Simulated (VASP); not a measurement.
Here is a VASP 6.6.1 calculation.

Contents of INCAR:

```
PREC = Accurate ; ENCUT = 840
EDIFF = 1E-6 ; ISMEAR = 0
SIGMA = 0.05 ; LREAL = False
LASPH = True ; NELM = 120
ALGO = Normal ; ISIF = 2
LWAVE = False ; LCHARG = True
LELF = True ; LVHAR = True
NBANDS = 42 ; GGA_COMPAT = False
```

KPOINTS

```
Automatic mesh
0
Gamma
  6 6 6
```

File POSCAR:

```
MgO
1.0
    4.1607146133      0.0000000000      0.0000000000
    0.0000000000     -4.1607146133      0.0000000000
    0.0000000000      0.0000000000     -4.1607146133
Mg O
4 4
Direct
   -0.0530239000      1.0530239000      1.0499914124
    0.5000000000      0.5000000000      1.0000000000
    0.5000000000      1.0000000000      0.5000000000
    0.0000000000      0.5000000000      0.5000000000
    0.5000000000      0.0000000000      0.0000000000
    0.0000000000      0.5000000000      0.0000000000
    0.0000000000      0.0000000000      0.5000000000
    0.5000000000      0.5000000000      0.5000000000
```

Potentials or basis: VASP PAW LDA potentials, release 64 (Mg_sv, O).

Command:

```bash
$ cat potpaw_LDA.64/Mg_sv/POTCAR potpaw_LDA.64/O/POTCAR > POTCAR
$ mpirun -np 1 vasp_std > vasp.out
```

Problem. What does it give for the band gap on the k mesh?

Solution. 4.99 eV.

Problem. Predict the pressure.

Solution. 4.9 GPa.

Problem. Estimate the largest force.

Solution. 4.098 eV/Å.

Stress tensor (GPa, compression positive):
```
 5.06 -0.43 -0.39
-0.43  5.06 -0.39
-0.39 -0.39  4.53
```

Caveat: the cell differs from its parent crystal (atom 1 (Mg) moved by -0.312 Å along [1 1 0] and -0.208 Å along [0 0 1]); the cell stands under pressure; forces of over 1 eV/Å act on the atoms, so gaps and moduli don't describe the material at rest.
